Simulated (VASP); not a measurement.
# BeS (Fm-3m) in VASP: a series of runs

Runs on BeS. Level: PBEsol. Tasks: single point.

Program: VASP 6.6.1. These are calculated values, not measurements. Logs are shortened: lines on timing, memory, paths and dates and some standing lists are left out, and cuts for length are marked.

## (1) The cell of the first run

The structure is cubic, space group Fm-3m (No. 225). The conventional cell has a = 4.635 Å, b = 4.635 Å, c = 4.635 Å, α = 90.00°, β = 90.00°, γ = 90.00°. Within 3.1 Å of Be (site symmetry m-3m) lie 6 S at 2.32 Å. S (site symmetry m-3m) has 6 Be at 2.32 Å within 3.1 Å.

## (2) Single point, PBEsol

INCAR reads:

```
ALGO = Normal
EDIFF = 1E-7
ENCUT = 520
GGA = PS
ISIF = 2
ISMEAR = 0
LASPH = T
LCHARG = F
LREAL = F
LWAVE = F
NBANDS = 11
NELM = 100
PREC = Accurate
SIGMA = 0.01
```

KPOINTS reads:

```
k-points
0
Gamma
  6 6 6
```

POSCAR reads:

```
BeS
1.0
    0.0000000000      2.3172971969      2.3172971969
    2.3172971969      0.0000000000      2.3172971969
    2.3172971969      2.3172971969      0.0000000000
Be S
1 1
Direct
    0.0000000000      0.0000000000      0.0000000000
    0.5000000000      0.5000000000      0.5000000000
```

Potentials or basis: VASP PAW PBE potentials, release 64 (Be, S).

Started as:

```console
> cat potpaw_PBE.64/Be/POTCAR potpaw_PBE.64/S/POTCAR > POTCAR
> mpirun -np 1 vasp_std > vasp.out
```

OUTCAR:

```text
EDIFF = 1E-7
   ENCUT = 520
   GGA = PS
   ISIF = 2
   ISMEAR = 0
   LASPH = T
   LREAL = F
   NELM = 100
   PREC = Accurate

 ion  position               nearest neighbor table
   1  0.000  0.000  0.000-   2 2.32   2 2.32   2 2.32   2 2.32   2 2.32   2 2.32
   2  0.500  0.500  0.500-   1 2.32   1 2.32   1 2.32   1 2.32   1 2.32   1 2.32

  LATTYP: Found a face centered cubic cell.
 ALAT       =     4.6345943938

  Lattice vectors:

 A1 = (   0.0000000000,   2.3172971969,   2.3172971969)
 A2 = (   2.3172971969,   0.0000000000,   2.3172971969)
 A3 = (   2.3172971969,   2.3172971969,   0.0000000000)

Analysis of symmetry for initial positions (statically):
=====================================================================
 Subroutine PRICEL returns:
 Original cell was already a primitive cell.

 Routine SETGRP: Setting up the symmetry group for a
 face centered cubic supercell.

 Subroutine GETGRP returns: Found 48 space group operations
 (whereof 48 operations were pure point group operations)
 out of a pool of 48 trial point group operations.

The static configuration has the point symmetry O_h .

Analysis of symmetry for dynamics (positions and initial velocities):
=====================================================================
 Subroutine PRICEL returns:
 Original cell was already a primitive cell.

 Routine SETGRP: Setting up the symmetry group for a
 face centered cubic supercell.

 Subroutine GETGRP returns: Found 48 space group operations
 (whereof 48 operations were pure point group operations)
 out of a pool of 48 trial point group operations.

The dynamic configuration has the point symmetry O_h .

 Subroutine INISYM returns: Found 48 space group operations
 (whereof 48 operations are pure point group operations),
 and found     1 'primitive' translations

----------------------------------------------------------------------------------------

                                     Primitive cell

  volume of cell :      24.8872

  direct lattice vectors                    reciprocal lattice vectors
     0.000000000  2.317297197  2.317297197    -0.215768612  0.215768612  0.215768612
     2.317297197  0.000000000  2.317297197     0.215768612 -0.215768612  0.215768612
     2.317297197  2.317297197  0.000000000     0.215768612  0.215768612 -0.215768612

  length of vectors
     3.277153124  3.277153124  3.277153124     0.373722199  0.373722199  0.373722199

  position of ions in fractional coordinates (direct lattice)
     0.000000000  0.000000000  0.000000000
     0.500000000  0.500000000  0.500000000

  ion indices of the primitive-cell ions
   primitive index   ion index
                 1           1
                 2           2

----------------------------------------------------------------------------------------

 KPOINTS: k-points

Automatic generation of k-mesh.
 Grid dimensions read from file:
 generate k-points for:    6    6    6

 Generating k-lattice:

  Cartesian coordinates                     Fractional coordinates (reciprocal lattice)
    -0.035961435  0.035961435  0.035961435     0.166666667  0.000000000  0.000000000
     0.035961435 -0.035961435  0.035961435     0.000000000  0.166666667  0.000000000
     0.035961435  0.035961435 -0.035961435     0.000000000  0.000000000  0.166666667

  Length of vectors
     0.062287033  0.062287033  0.062287033

  Shift w.r.t. Gamma in fractional coordinates (k-lattice)
     0.000000000  0.000000000  0.000000000

 Subroutine IBZKPT returns following result:
 ===========================================

 Found     16 irreducible k-points:

 Following reciprocal coordinates:
            Coordinates               Weight
  0.000000  0.000000  0.000000      1.000000
  0.166667  0.000000  0.000000      8.000000
  0.333333  0.000000  0.000000      8.000000
  0.500000  0.000000  0.000000      4.000000
  0.166667  0.166667  0.000000      6.000000
  0.333333  0.166667  0.000000     24.000000
[... 8 lines left out ...]
 -0.333333  0.333333  0.166667     24.000000
 -0.333333  0.500000  0.166667     12.000000
   k-points           NKPTS =     16   k-points in BZ     NKDIM =     16   number of bands    NBANDS=     11
   number of dos      NEDOS =    301   number of ions     NIONS =      2
   total plane-waves  NPLWV =  13824
   dimension x,y,z NGX =    24 NGY =   24 NGZ =   24
   dimension x,y,z NGXF=    48 NGYF=   48 NGZF=   48
   ions per type =               1   1
   NGX,Y,Z   is equivalent  to a cutoff of  12.17, 12.17, 12.17 a.u.
   NGXF,Y,Z  is equivalent  to a cutoff of  24.35, 24.35, 24.35 a.u.
 SYSTEM =  unknown system
   PREC   = accura    normal or accurate (medium, high low for compatibility)
   ISTART =      0    job   : 0-new  1-cont  2-samecut
   ICHARG =      2    charge: 1-file 2-atom 10-const
   ISPIN  =      1    spin polarized calculation?
   LNONCOLLINEAR =      F non collinear calculations
   LSORBIT =      F    spin-orbit coupling
   LASPH  =      T    aspherical Exc in radial PAW
   ENCUT  =  520.0 eV  38.22 Ry    6.18 a.u.   6.09  6.09  6.09*2*pi/ulx,y,z
   NELM   =    100;   NELMIN=  2; NELMDL= -5     # of ELM steps
   EDIFF  = 0.1E-06   stopping-criterion for ELM
   LREAL  =      F    real-space projection
   EDIFFG = 0.1E-05   stopping-criterion for IOM
   NSW    =      0    number of steps for IOM
   IBRION =     -1    ionic relax: 0-MD 1-quasi-New 2-CG
   NFREE  =      0    steps in history (QN), initial steepest desc. (CG)
   ISIF   =      2    stress and relaxation
   ISYM   =      2    0-nonsym 1-usesym 2-fastsym
   POTIM  = 0.5000    time-step for ionic-motion
   TEBEG  =    0.0;   TEEND  =   0.0 temperature during run
   PSTRESS=    0.0 pullay stress
   NELECT =       8.0000    total number of electrons
   NUPDOWN=      -1.0000    fix difference up-down
   EMIN   =  10.00;   EMAX   =-10.00  energy-range for DOS
   EFERMI =   0.00;   METHOD = LEGACY
   ISMEAR =     0;   SIGMA  =   0.01  broadening in eV -4-tet -1-fermi 0-gaus
   EFERMI_NEDOS =   21; number of points for ismear=-14 and -15
   IALGO  =     38    algorithm
   IMIX   =      4    mixing-type and parameters
     AMIX     =   0.40;   BMIX     =  1.00
     AMIX_MAG =   1.60;   BMIX_MAG =  1.00
  volume/ion in A,a.u.               =      12.44        83.97
  Fermi-wavevector in a.u.,A,eV,Ry     =   1.121450  2.119232 17.111356  1.257649
  Thomas-Fermi vector in A             =   2.258103
   LORBIT       =      0    0 simple, 1 ext, 2 COOP (PROOUT), +10 PAW based schemes
   GGA     = PS    functional components
   LHFCALC =     F    Hartree Fock is set to
   AEXX    =    0.0000 exact exchange contribution
   IVDW    =     0    specifies the selected vdW correction
   LEPSILON=     F    determine dielectric tensor
   LRPA    =     F    only Hartree local field effects (RPA)
 non-spin polarized calculation
 Gauss-broadening in eV      SIGMA  =   0.01
  energy-cutoff  :      520.00
  volume of cell :       24.89
 maximum number of plane-waves:       692
   NGX = 13   NGY = 13   NGZ = 13

 number of electron       7.9999998 magnetization

 Free energy of the ion-electron system (eV)
  ---------------------------------------------------
  ext. energy  EPLUGINS =         0.00000000
  ---------------------------------------------------
  free energy    TOTEN  =        -9.56252581 eV

  energy without entropy =       -9.56252581  energy(sigma->0) =       -9.56252581

 E-fermi :   6.6660     XC(G=0): -10.7176

 val. band max:        6.5701411585   @ k =  -0.1667   0.1667   0.0000
 cond. band min:       7.5292656821   @ k =   0.5000   0.5000   0.0000
 fundamental gap:      0.9591245236
 Fermi energy:         6.6659705462

 k-point     1 :       0.0000    0.0000    0.0000
  band No.  band energies     occupation
      1      -8.5358      2.00000
      2       6.2815      2.00000
      3       6.2815      2.00000
      4       6.2815      2.00000
      5      11.7993      0.00000
      6      15.3274      0.00000
      7      15.3274      0.00000
      8      15.3274      0.00000
      9      16.1238      0.00000
     10      16.1238      0.00000
     11      16.1238      0.00000

 k-point     2 :       0.1667    0.0000    0.0000
  band No.  band energies     occupation
      1      -8.1293      2.00000
      2       4.1235      2.00000
      3       6.1771      2.00000
      4       6.1771      2.00000
      5      12.1603      0.00000
      6      13.5721      0.00000
      7      13.5721      0.00000
      8      15.2213      0.00000
      9      16.5156      0.00000
     10      16.5156      0.00000
     11      16.8399      0.00000

 k-point     3 :       0.3333    0.0000    0.0000
  band No.  band energies     occupation
      1      -7.0623      2.00000
      2       0.9164      2.00000
      3       6.0666      2.00000
      4       6.0666      2.00000
      5      11.0730      0.00000
      6      11.3208      0.00000
      7      11.3208      0.00000
      8      16.5817      0.00000
      9      18.8102      0.00000
     10      19.3219      0.00000
     11      19.3219      0.00000

 k-point     4 :       0.5000    0.0000    0.0000
  band No.  band energies     occupation
      1      -6.2559      2.00000
      2      -0.6934      2.00000
      3       6.0634      2.00000
      4       6.0634      2.00000
      5      10.4748      0.00000
      6      10.4748      0.00000
      7      10.5982      0.00000
      8      16.7315      0.00000
      9      22.1018      0.00000
     10      22.1018      0.00000
     11      22.1737      0.00000
[... 127 lines left out ...]
 k-point    14 :       0.5000    0.3333    0.1667
  band No.  band energies     occupation
      1      -6.1696      2.00000
      2       1.1661      2.00000
      3       2.6216      2.00000
      4       4.3765      2.00000
      5      10.1269      0.00000
      6      12.7000      0.00000
      7      13.9166      0.00000
      8      16.8518      0.00000
      9      17.8786      0.00000
     10      22.2383      0.00000
     11      22.2770      0.00000

 k-point    15 :      -0.3333    0.3333    0.1667
  band No.  band energies     occupation
      1      -5.5008      2.00000
      2       0.3370      2.00000
      3       2.0437      2.00000
      4       3.7219      2.00000
      5      11.1037      0.00000
      6      11.5303      0.00000
      7      15.6678      0.00000
      8      16.7613      0.00000
      9      19.0231      0.00000
     10      19.2710      0.00000
     11      23.7991      0.00000

 k-point    16 :      -0.3333    0.5000    0.1667
  band No.  band energies     occupation
      1      -5.1726      2.00000
      2       0.3564      2.00000
      3       2.0337      2.00000
      4       2.7632      2.00000
      5       9.6892      0.00000
      6      13.3799      0.00000
      7      14.2030      0.00000
      8      18.1106      0.00000
      9      18.9552      0.00000
     10      21.1581      0.00000
     11      24.7345      0.00000

------------------------ aborting loop because EDIFF is reached ----------------------------------------

  FORCE on cell =-STRESS in cart. coord.  units (eV):
  Direction    XX          YY          ZZ          XY          YZ          ZX
  --------------------------------------------------------------------------------------
  -------------------------------------------------------------------------------------
  Total       -0.4351860     -0.4351860     -0.4351860     -0.0000000      0.0000000      0.0000000
  in kB      -28.0162700    -28.0162700    -28.0162700     -0.0000000      0.0000000      0.0000000
  external PRESSURE =     -28.0162700 kB  Pullay stress =       0.0000000 kB

 VOLUME and BASIS-vectors are now :
 -----------------------------------------------------------------------------
  energy-cutoff  :      520.00
  volume of cell :       24.89
      direct lattice vectors                 reciprocal lattice vectors
     0.000000000  2.317297197  2.317297197    -0.215768612  0.215768612  0.215768612
     2.317297197  0.000000000  2.317297197     0.215768612 -0.215768612  0.215768612
     2.317297197  2.317297197  0.000000000     0.215768612  0.215768612 -0.215768612

 POSITION                                       TOTAL-FORCE (eV/Angst)
 -----------------------------------------------------------------------------------
      0.00000      0.00000      0.00000        -0.000000     -0.000000     -0.000000
      2.31730      2.31730      2.31730         0.000000      0.000000      0.000000
 -----------------------------------------------------------------------------------
    total drift:                               -0.000000     -0.000000      0.000000

  FREE ENERGIE OF THE ION-ELECTRON SYSTEM (eV)
  ---------------------------------------------------
  free  energy   TOTEN  =        -9.5625258112 eV

  energy  without entropy=       -9.5625258112  energy(sigma->0) =       -9.56252581
```

Wall time 6.3 s (1 thread of Intel Xeon 8259CL, shared host); peak memory 0.13 GiB.

Results:

- Free energy: -9.5625 eV
- Pressure: -2.8 GPa
- Band gap on the k mesh: 0.96 eV, indirect (least direct gap 4.15 eV)

Caveat: the PAW data sets were made with another functional, which shifts forces and pressure a little.

## (3) Single point, PBEsol

INCAR reads:

```
SYSTEM = BeS
PREC = Accurate
ENCUT = 520
EDIFF = 1E-6
ISMEAR = 0
SIGMA = 0.01
LREAL = .FALSE.
LASPH = .TRUE.
NELM = 80
ALGO = Normal
ISIF = 2
LWAVE = .FALSE.
LCHARG = .FALSE.
GGA = PS
NBANDS = 11
```

KPOINTS reads:

```
Automatic mesh
0
G
  6 6 6
  0 0 0
```

POSCAR is that of step 2.

Potentials or basis: VASP PAW PBE potentials, release 64 (Be, S).

Started as:

```console
> cat potpaw_PBE.64/Be/POTCAR potpaw_PBE.64/S/POTCAR > POTCAR
> mpirun -np 1 vasp_std > vasp.out
```

Wall time 6.4 s (1 thread of Intel Xeon 8259CL, shared host); peak memory 0.13 GiB.

Results (log left out):

```
Free energy            : -9.5625 eV
Pressure               : -2.8 GPa
Band gap on the k mesh : 0.96 eV, indirect (least direct gap 4.15 eV)
```

Levels at points of the mesh, in eV from the valence-band top:
| k point | band 1 | band 2 | band 3 | band 4 | band 5 | band 6 | band 7 | band 8 | band 9 |
| --- | --- | --- | --- | --- | --- | --- | --- | --- | --- |
| (0.00, 0.00, 0.00) | -15.11 | -0.29 | -0.29 | -0.29 | 5.23 | 8.76 | 8.76 | 8.76 | 9.55 |
| (0.50, 0.00, 0.00) | -12.83 | -7.26 | -0.51 | -0.51 | 3.90 | 3.90 | 4.03 | 10.16 | 15.53 |
| (0.50, 0.50, 0.00) | -11.77 | -6.84 | -3.19 | -3.19 | 0.96 | 4.19 | 11.75 | 11.75 | 13.55 |

Caveat: the PAW data sets were made with another functional, which shifts forces and pressure a little.
